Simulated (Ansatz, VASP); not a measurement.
# Two plane-wave programs on TiCo3

```
CELL_PARAMETERS angstrom
3.61400 0.00000 0.00000
0.00000 3.61400 0.00000
0.00000 0.00000 3.61400
ATOMIC_POSITIONS crystal
Ti 0.00000 0.00000 0.00000
Co 0.00000 0.50000 0.50000
Co 0.50000 0.00000 0.50000
Co 0.50000 0.50000 0.00000
```

Alike in both runs: task single point; functional r2SCAN; k mesh 8 × 8 × 8; occupations gaussian, width 0.1 eV; collinear spin.

|  | VASP | Ansatz |
| --- | --- | --- |
| version | VASP 6.6.1 | Ansatz 0.2.0 |
| potentials or method | VASP PAW PBE potentials, release 64 (Ti_sv, Co), cutoff 520 eV | scalar-relativistic, plane waves, PAW |
| valence electrons in the cell | 39 | 63 |

|  | VASP | Ansatz | Ansatz less VASP |
| --- | --- | --- | --- |
| gap on the k mesh at the Fermi level (eV) | none | none | - |
| pressure (GPa) | -3.7 | -4.1 | -0.32 |
| net moment per atom (μB) | 0.72 | 0.72 | 0.000 |
| size of the moment on the site where the two differ most (μB) | 0.73 | 0.68 | -0.058 |

VASP's potentials were made for PBE, not for r2SCAN. Site moments also hang on the region over which each program counts them. A gap of «none» marks a metal or a gap that the smearing closes. With one functional, cell and mesh, what is left measures potentials, basis and numerics. VASP's potentials hold 39 valence electrons a cell and Ansatz's 63, so a difference there can come from the potentials and not from the codes. Ansatz's warnings: stability check not made.
